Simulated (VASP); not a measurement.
Input of a VASP 6.6.1 run:

The input INCAR:

```
PREC = Accurate ; ENCUT = 520
EDIFF = 1E-6 ; ISMEAR = 0
SIGMA = 0.03 ; LREAL = False
LASPH = True ; NELM = 100
ALGO = Normal ; ISIF = 2
LWAVE = False ; LCHARG = False
GGA = CA ; NBANDS = 43
```

File KPOINTS:

```
Automatic mesh
0
Gamma
  9 9 6
```

Contents of POSCAR:

```
Si2W
1.0
    4.4733451149      0.0000000000      0.0000000000
   -2.2366725575      3.8740305094      0.0000000000
    0.0000000000      0.0000000000      6.7985899057
Si W
6 3
Direct
    0.8466874044      0.6933748088      0.5000000000
    0.1533125956      0.8466874044      0.8333333333
    0.6933748088      0.8466874044      0.1666666667
    0.1533125956      0.3066251912      0.5000000000
    0.8466874044      0.1533125956      0.8333333333
    0.3066251912      0.1533125956      0.1666666667
    0.0000000000      0.5000000000      0.1666666667
    0.5000000000      0.5000000000      0.8333333333
    0.5000000000      0.0000000000      0.5000000000
```

Potentials or basis: VASP PAW LDA potentials, release 64 (Si, W_sv).

Launch:

```sh
$ cat potpaw_LDA.64/Si/POTCAR potpaw_LDA.64/W_sv/POTCAR > POTCAR
$ mpirun -np 1 vasp_std > vasp.out
```

Problem. Estimate the largest force.

Solution. 1.883 eV/Å.

Problem. Estimate the pressure.

Solution. 2.2 GPa.

Forces on the atoms (eV/Å):
```
Si   0.000 -1.883  0.000
Si   1.631 -0.942  0.000
Si  -1.631 -0.942  0.000
Si   0.000  1.883  0.000
Si  -1.631  0.942  0.000
Si   1.631  0.942  0.000
W    0.000  0.000  0.000
W    0.000  0.000  0.000
W    0.000  0.000  0.000
```

Caveat: forces of over 1 eV/Å act on the atoms, so gaps and moduli don't describe the material at rest.
